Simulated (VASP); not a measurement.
Here is a VASP 6.6.1 calculation.

Contents of INCAR:

```
PREC = Accurate
ENCUT = 600
EDIFF = 1E-6
ISMEAR = 0
SIGMA = 0.1
LREAL = False
LASPH = True
NELM = 60
ALGO = Normal
ISIF = 3
LWAVE = False
LCHARG = False
GGA = PE
IBRION = 2
NSW = 100
EDIFFG = -0.005
```

Contents of KPOINTS:

```
Automatic mesh
0
Gamma
  18 18 12
```

Contents of POSCAR:

```
Fe
1.0
    2.4579232441      0.0000000000      0.0000000000
   -1.2289616221      2.1286239700      0.0000000000
    0.0000000000      0.0000000000      3.8931158110
Fe
2
Direct
    0.3333333333      0.6666666667      0.2500000000
    0.6666666667      0.3333333333      0.7500000000
```

Potentials or basis: VASP PAW PBE potentials, release 64 (Fe).

Run with:

```console
$ cat potpaw_PBE.64/Fe/POTCAR > POTCAR
$ mpirun -np 1 vasp_std > vasp.out
```

Q: Predict the space group after relaxing (to 0.05 Å).

A: P6_3/mmc (No. 194).

Q: Predict the band gap on the k mesh.

A: Zero (band 8 reaches 7.84 eV, above the bottom of band 9 at 5.91 eV).

Q: Predict the relaxed cell.

A: a = 2.459 Å, b = 2.459 Å, c = 3.887 Å, α = 90.00°, β = 90.00°, γ = 120.00°.

Final structure:
```
Fe
1.0
     2.45853    0.00000    0.00000
    -1.22927    2.12915    0.00000
     0.00000    0.00000    3.88666
Fe
2
Direct
  0.33333 0.66667 0.25000
  0.66667 0.33333 0.75000
```

Caveat: the run has no spin polarisation, though such a crystal can be magnetic. Spin polarisation is off, so any magnetic state and its effect on volume and gap are missing.
